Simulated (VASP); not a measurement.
# LiCoS4 (P2_1/c) in VASP: density of states with LDA+U

Aim: the density of states of LiCoS4 with LDA+U.

Everything below comes from runs of VASP 6.6.1. Logs are shortened: lines on timing, memory, paths and dates and some standing lists are left out, and cuts for length are marked.

### 1 The cell of the first run

The structure is monoclinic, space group P2_1/c (No. 14). The conventional cell has a = 6.383 Å, b = 5.464 Å, c = 6.505 Å, α = 90.00°, β = 114.12°, γ = 90.00°. Li (site symmetry -1) has 6 S at 2.35 to 2.47 Å within 3.1 Å. Co (site symmetry -1) has 6 S at 2.15 to 2.35 Å within 2.8 Å. Within 3.0 Å of S (site symmetry 1) lie 2 Co at 2.27 to 2.35 Å and 1 Li at 2.35 Å and 1 S at 3.00 Å. S (site symmetry 1) has 1 Co at 2.15 Å and 2 Li at 2.36 to 2.47 Å within 2.8 Å.

### 2 Density of states, LDA+U, collinear spin, ferromagnetic start

POSCAR reads:

```
LiCoS4
1.0
    6.3829157600      0.0000000000      0.0000000000
    0.0000000000      5.4637734500      0.0000000000
   -2.6578685100      0.0000000000      5.9370252800
Li Co S
2 2 8
Direct
    0.5000000000      0.5000000000      0.0000000000
    0.5000000000      0.0000000000      0.5000000000
    0.0000000000      0.0000000000      0.0000000000
    0.0000000000      0.5000000000      0.5000000000
    0.8532000000      0.7948000000      0.6684000000
    0.1468000000      0.2948000000      0.8316000000
    0.1468000000      0.2052000000      0.3316000000
    0.8532000000      0.7052000000      0.1684000000
    0.3246000000      0.6853000000      0.6213000000
    0.6754000000      0.1853000000      0.8787000000
    0.6754000000      0.3147000000      0.3787000000
    0.3246000000      0.8147000000      0.1213000000
```

INCAR.step1 reads:

```
SYSTEM = LiCoS4
  ALGO = Normal
  EDIFF = 1E-6
  ENCUT = 650
  GGA = CA
  GGA_COMPAT = .FALSE.
  ISIF = 2
  ISMEAR = -1
  ISPIN = 2
  KPAR = 4
  LASPH = .TRUE.
  LCHARG = .TRUE.
  LDAU = .TRUE.
  LDAUJ = 0 0 0
  LDAUL = -1 2 -1
  LDAUPRINT = 1
  LDAUTYPE = 2
  LDAUU = 0 3.47 0
  LMAXMIX = 4
  LORBIT = 11
  LREAL = .FALSE.
  LWAVE = .FALSE.
  MAGMOM = 0 0 3 3 0 0 0 0 0 0 0 0
  NBANDS = 52
  NEDOS = 2001
  NELECT = 73.0
  NELM = 200
  PREC = Accurate
  SIGMA = 0.1
```

KPOINTS.step1 reads:

```
k-points
0
G
  3 4 3
  0 0 0
```

INCAR.step2 reads:

```
SYSTEM = LiCoS4
  ALGO = Normal
  EDIFF = 1E-6
  ENCUT = 650
  GGA = CA
  GGA_COMPAT = .FALSE.
  ICHARG = 11
  ISIF = 2
  ISMEAR = -5
  ISPIN = 2
  KPAR = 4
  LASPH = .TRUE.
  LCHARG = .FALSE.
  LDAU = .TRUE.
  LDAUJ = 0 0 0
  LDAUL = -1 2 -1
  LDAUPRINT = 1
  LDAUTYPE = 2
  LDAUU = 0 3.47 0
  LMAXMIX = 4
  LORBIT = 11
  LREAL = .FALSE.
  LWAVE = .FALSE.
  MAGMOM = 0 0 3 3 0 0 0 0 0 0 0 0
  NEDOS = 2001
  NELECT = 73.0
  NELM = 200
  PREC = Accurate
  SIGMA = 0.1
```

KPOINTS.step2 reads:

```
k-points
0
G
  5 6 5
  0 0 0
```

Potentials or basis: VASP PAW LDA potentials, release 64 (Li_sv, Co, S).

Command:

```
$ cat potpaw_LDA.64/Li_sv/POTCAR potpaw_LDA.64/Co/POTCAR potpaw_LDA.64/S/POTCAR > POTCAR
$ cp INCAR.step1 INCAR
$ cp KPOINTS.step1 KPOINTS
$ mpirun -np 4 vasp_std > vasp.out
$ cp INCAR.step2 INCAR
$ cp KPOINTS.step2 KPOINTS
$ mpirun -np 4 vasp_std > vasp.out
```

OUTCAR:

```text
SYSTEM = LiCoS4
   EDIFF = 1E-6
   ENCUT = 650
   GGA = CA
   ICHARG = 11
   ISIF = 2
   ISMEAR = -5
   ISPIN = 2
   LASPH = .TRUE.
   LORBIT = 11
   LREAL = .FALSE.
   NELECT = 73.0
   NELM = 200
   PREC = Accurate

 ion  position               nearest neighbor table
   1  0.500  0.500  0.000-   6 2.35   8 2.35  10 2.36  12 2.36  11 2.47   9 2.47
   2  0.500  0.000  0.500-   5 2.35   7 2.35   9 2.36  11 2.36  10 2.47  12 2.47
   3  0.000  0.000  0.000-  10 2.15  12 2.15   5 2.27   7 2.27   6 2.35   8 2.35
   4  0.000  0.500  0.500-   9 2.15  11 2.15   6 2.27   8 2.27   7 2.35   5 2.35
   5  0.853  0.795  0.668-   3 2.27   4 2.35   2 2.35
   6  0.147  0.295  0.832-   4 2.27   3 2.35   1 2.35
   7  0.147  0.205  0.332-   3 2.27   4 2.35   2 2.35
   8  0.853  0.705  0.168-   4 2.27   3 2.35   1 2.35
   9  0.325  0.685  0.621-   4 2.15   2 2.36   1 2.47
  10  0.675  0.185  0.879-   3 2.15   1 2.36   2 2.47
  11  0.675  0.315  0.379-   4 2.15   2 2.36   1 2.47
  12  0.325  0.815  0.121-   3 2.15   1 2.36   2 2.47

  LATTYP: Found a simple monoclinic cell.
 ALAT       =     6.3829157600
 B/A-ratio  =     0.8559996176
 C/A-ratio  =     1.0190967245
 COS(beta)  =    -0.4086005748

  Lattice vectors:

 A1 = (   6.3829157600,   0.0000000000,   0.0000000000)
 A2 = (   0.0000000000,   5.4637734500,   0.0000000000)
 A3 = (  -2.6578685100,   0.0000000000,   5.9370252800)

Analysis of symmetry for initial positions (statically):
=====================================================================
 Subroutine PRICEL returns:
 Original cell was already a primitive cell.

 Routine SETGRP: Setting up the symmetry group for a
 simple monoclinic supercell.

 Subroutine GETGRP returns: Found  4 space group operations
 (whereof  2 operations were pure point group operations)
 out of a pool of  4 trial point group operations.

The static configuration has the point symmetry S_2 .
 The point group associated with its full space group is C_2h.

Analysis of symmetry for dynamics (positions and initial velocities):
=====================================================================
 Subroutine PRICEL returns:
 Original cell was already a primitive cell.

 Routine SETGRP: Setting up the symmetry group for a
 simple monoclinic supercell.

 Subroutine GETGRP returns: Found  4 space group operations
 (whereof  2 operations were pure point group operations)
 out of a pool of  4 trial point group operations.

The dynamic configuration has the point symmetry S_2 .
 The point group associated with its full space group is C_2h.

Analysis of structural, dynamic, and magnetic symmetry:
=====================================================================
 Subroutine PRICEL returns:
 Original cell was already a primitive cell.

 Routine SETGRP: Setting up the symmetry group for a
 simple monoclinic supercell.

 Subroutine GETGRP returns: Found  4 space group operations
 (whereof  2 operations were pure point group operations)
 out of a pool of  4 trial point group operations.

The overall configuration has the point symmetry S_2 .
[... 190 lines left out ...]
  o =  0.8149  v =  0.0000  0.0000  0.0000  0.0000  0.0000 -0.3445 -0.4861  0.5075  0.2024 -0.5886      0.0000  0.0000  0.0000  0.0000  0.0000  0.0000  0.0000  0.0000  0.0000  0.0000
  o =  0.8629  v =  0.0000  0.0000  0.0000  0.0000  0.0000  0.2111 -0.1949  0.6784  0.1234  0.6649      0.0000  0.0000  0.0000  0.0000  0.0000  0.0000  0.0000  0.0000  0.0000  0.0000
  o =  0.8714  v = -0.1130 -0.5470  0.5846  0.3537 -0.4703  0.0000  0.0000  0.0000  0.0000  0.0000      0.0000  0.0000  0.0000  0.0000  0.0000  0.0000  0.0000  0.0000  0.0000  0.0000
  o =  0.8837  v =  0.0000  0.0000  0.0000  0.0000  0.0000 -0.5016 -0.0980  0.1051 -0.8343  0.1782      0.0000  0.0000  0.0000  0.0000  0.0000  0.0000  0.0000  0.0000  0.0000  0.0000
  o =  0.8980  v =  0.4863  0.0086  0.3458  0.4659  0.6533  0.0000  0.0000  0.0000  0.0000  0.0000      0.0000  0.0000  0.0000  0.0000  0.0000  0.0000  0.0000  0.0000  0.0000  0.0000
  o =  0.9112  v =  0.3329  0.2286 -0.4732  0.6373 -0.4548  0.0000  0.0000  0.0000  0.0000  0.0000      0.0000  0.0000  0.0000  0.0000  0.0000  0.0000  0.0000  0.0000  0.0000  0.0000

atom =   4  type =  2  l = 2

 onsite density matrix

spin component  1

  0.7107  0.0477  0.0121 -0.1208 -0.0590
  0.0477  0.6896  0.1237  0.0092 -0.0393
  0.0121  0.1237  0.7963  0.0075  0.0591
 -0.1208  0.0092  0.0075  0.8265 -0.0428
 -0.0590 -0.0393  0.0591 -0.0428  0.8528

spin component  2

  0.6872  0.0614  0.0080 -0.1225 -0.0592
  0.0614  0.6195  0.1108  0.0145 -0.0249
  0.0080  0.1108  0.7692  0.0168  0.0626
 -0.1225  0.0145  0.0168  0.8033 -0.0492
 -0.0592 -0.0249  0.0626 -0.0492  0.7967

 occupancies and eigenvectors

  o =  0.5310  v =  0.0000  0.0000  0.0000  0.0000  0.0000 -0.4719  0.7826 -0.3325 -0.2330  0.0033      0.0000  0.0000  0.0000  0.0000  0.0000  0.0000  0.0000  0.0000  0.0000  0.0000
  o =  0.5835  v =  0.0000  0.0000  0.0000  0.0000  0.0000  0.6021  0.3220 -0.4008  0.4399  0.4240      0.0000  0.0000  0.0000  0.0000  0.0000  0.0000  0.0000  0.0000  0.0000  0.0000
  o =  0.5857  v =  0.3998 -0.7691  0.4476  0.1997 -0.0919  0.0000  0.0000  0.0000  0.0000  0.0000      0.0000  0.0000  0.0000  0.0000  0.0000  0.0000  0.0000  0.0000  0.0000  0.0000
  o =  0.6095  v = -0.6929 -0.2386  0.3382 -0.4602 -0.3697  0.0000  0.0000  0.0000  0.0000  0.0000      0.0000  0.0000  0.0000  0.0000  0.0000  0.0000  0.0000  0.0000  0.0000  0.0000
  o =  0.8149  v =  0.0000  0.0000  0.0000  0.0000  0.0000  0.3445  0.4861  0.5075  0.2024 -0.5886      0.0000  0.0000  0.0000  0.0000  0.0000  0.0000  0.0000  0.0000  0.0000  0.0000
  o =  0.8629  v =  0.0000  0.0000  0.0000  0.0000  0.0000 -0.2111  0.1949  0.6784  0.1234  0.6649      0.0000  0.0000  0.0000  0.0000  0.0000  0.0000  0.0000  0.0000  0.0000  0.0000
  o =  0.8714  v =  0.1130  0.5470  0.5846  0.3537 -0.4703  0.0000  0.0000  0.0000  0.0000  0.0000      0.0000  0.0000  0.0000  0.0000  0.0000  0.0000  0.0000  0.0000  0.0000  0.0000
  o =  0.8837  v =  0.0000  0.0000  0.0000  0.0000  0.0000  0.5016  0.0980  0.1051 -0.8343  0.1782      0.0000  0.0000  0.0000  0.0000  0.0000  0.0000  0.0000  0.0000  0.0000  0.0000
  o =  0.8980  v = -0.4863 -0.0086  0.3458  0.4659  0.6533  0.0000  0.0000  0.0000  0.0000  0.0000      0.0000  0.0000  0.0000  0.0000  0.0000  0.0000  0.0000  0.0000  0.0000  0.0000
  o =  0.9112  v = -0.3329 -0.2286 -0.4732  0.6373 -0.4548  0.0000  0.0000  0.0000  0.0000  0.0000      0.0000  0.0000  0.0000  0.0000  0.0000  0.0000  0.0000  0.0000  0.0000  0.0000

 number of electron      73.0000006 magnetization       0.7442176

 Free energy of the ion-electron system (eV)
  ---------------------------------------------------
  ext. energy  EPLUGINS =         0.00000000
  ---------------------------------------------------
  free energy    TOTEN  =       -48.36547464 eV

  energy without entropy =      -48.36547464  energy(sigma->0) =      -48.36547464

 E-fermi :   4.1160     XC(G=0): -10.2991

 val. band max:        4.1981835154   @ k =   0.4000   0.0000   0.0000
 cond. band min:       4.0703070623   @ k =   0.4000   0.5000   0.4000
 fundamental gap:     -0.1278764531
 Fermi energy:         4.1159995421

 spin component 1

 k-point     1 :       0.0000    0.0000    0.0000
  band No.  band energies     occupation
      1     -39.4568      1.00000
      2     -39.4563      1.00000
      3      -9.8312      1.00000
      4      -8.0309      1.00000
      5      -8.0085      1.00000
      6      -7.6982      1.00000
[... 2345 lines left out ...]
     45      10.6335      0.00000
     46      11.0307      0.00000

 [... further k-points ...]
[... 5 lines left out ...]
  --------------------------------------------------------------------------------------
  -------------------------------------------------------------------------------------
  Total        4.4720686     -0.2299368     -1.0348411      0.0000000      0.0000000      4.5575225
  in kB       34.6049594     -1.7792558     -8.0076216      0.0000000      0.0000000     35.2662038
  external PRESSURE =       8.2726940 kB  Pullay stress =       0.0000000 kB

 VOLUME and BASIS-vectors are now :
 -----------------------------------------------------------------------------
  energy-cutoff  :      650.00
  volume of cell :      207.05
      direct lattice vectors                 reciprocal lattice vectors
     6.382915760  0.000000000  0.000000000     0.156668212  0.000000000  0.070136725
     0.000000000  5.463773450  0.000000000     0.000000000  0.183023694  0.000000000
    -2.657868510  0.000000000  5.937025280     0.000000000  0.000000000  0.168434519

 POSITION                                       TOTAL-FORCE (eV/Angst)
 -----------------------------------------------------------------------------------
      3.19146      2.73189      0.00000         0.000000     -0.000000      0.000000
      1.86252      0.00000      2.96851         0.000000     -0.000000      0.000000
      0.00000      0.00000      0.00000         0.000000     -0.000000      0.000000
     -1.32893      2.73189      2.96851         0.000000     -0.000000      0.000000
      3.66938      4.34261      3.96831         0.454408     -0.127646      0.161241
     -1.27327      1.61072      4.93723        -0.454408     -0.127646     -0.161241
      0.05566      1.12117      1.96872        -0.454408      0.127646     -0.161241
      4.99832      3.85305      0.99980         0.454408      0.127646      0.161241
      0.42056      3.74432      3.68867        -0.272168     -0.117750     -0.059100
      1.97555      1.01244      5.21686         0.272168     -0.117750      0.059100
      3.30449      1.71945      2.24835         0.272168      0.117750      0.059100
      1.74950      4.45134      0.72016        -0.272168      0.117750     -0.059100
 -----------------------------------------------------------------------------------
    total drift:                                0.000000      0.000000      0.000000

  FREE ENERGIE OF THE ION-ELECTRON SYSTEM (eV)
  ---------------------------------------------------
  free  energy   TOTEN  =       -48.3654746428 eV

  energy  without entropy=      -48.3654746428  energy(sigma->0) =      -48.36547464

 total charge

# of ion       s       p       d       tot
------------------------------------------
    1        2.031   0.102   0.000   2.133
    2        2.031   0.102   0.000   2.133
    3        0.443   0.618   7.527   8.587
    4        0.443   0.618   7.527   8.587
    5        1.375   2.233   0.000   3.608
    6        1.375   2.233   0.000   3.608
    7        1.375   2.233   0.000   3.608
    8        1.375   2.233   0.000   3.608
    9        1.376   2.245   0.000   3.621
   10        1.376   2.245   0.000   3.621
   11        1.376   2.245   0.000   3.621
   12        1.376   2.245   0.000   3.621
--------------------------------------------------
tot         15.951  19.352  15.053  50.356

 magnetization (x)

# of ion       s       p       d       tot
------------------------------------------
    1        0.000   0.000   0.000   0.000
    2        0.000   0.000   0.000   0.000
    3        0.001   0.001   0.206   0.208
    4        0.001   0.001   0.206   0.208
    5        0.001   0.020   0.000   0.022
    6        0.001   0.020   0.000   0.022
    7        0.001   0.020   0.000   0.022
    8        0.001   0.020   0.000   0.022
    9        0.001   0.033   0.000   0.034
   10        0.001   0.033   0.000   0.034
   11        0.001   0.033   0.000   0.034
   12        0.001   0.033   0.000   0.034
--------------------------------------------------
tot          0.012   0.217   0.412   0.641
```

It took 8.5 min on 4 MPI ranks of Intel Xeon Platinum 8488C (Sapphire Rapids), shared host; peak memory 0.94 GiB.

Results:

```
Net moment                                            : 0.74 μB per cell
Site moments                                          : Li +0.00; Co +0.21; S +0.02, +0.03 μB
Valence electrons inside the program's atomic spheres : Li 2.13; Co 8.59; S 3.61, 3.62
```

Eigenvalues of the final occupation matrices:
```
    site  spin  trace               eigenvalues
site 3 d     1   3.88  0.59 0.61 0.87 0.90 0.91
site 3 d     2   3.68  0.53 0.58 0.81 0.86 0.88
site 4 d     1   3.88  0.59 0.61 0.87 0.90 0.91
site 4 d     2   3.68  0.53 0.58 0.81 0.86 0.88
```

Caveat: the cell carries a net charge on a neutralising background, which shifts energy and pressure; the cell is charged against a uniform background, so pressure and absolute levels hang on convention; tetrahedron occupations give inexact forces and stress in metals.
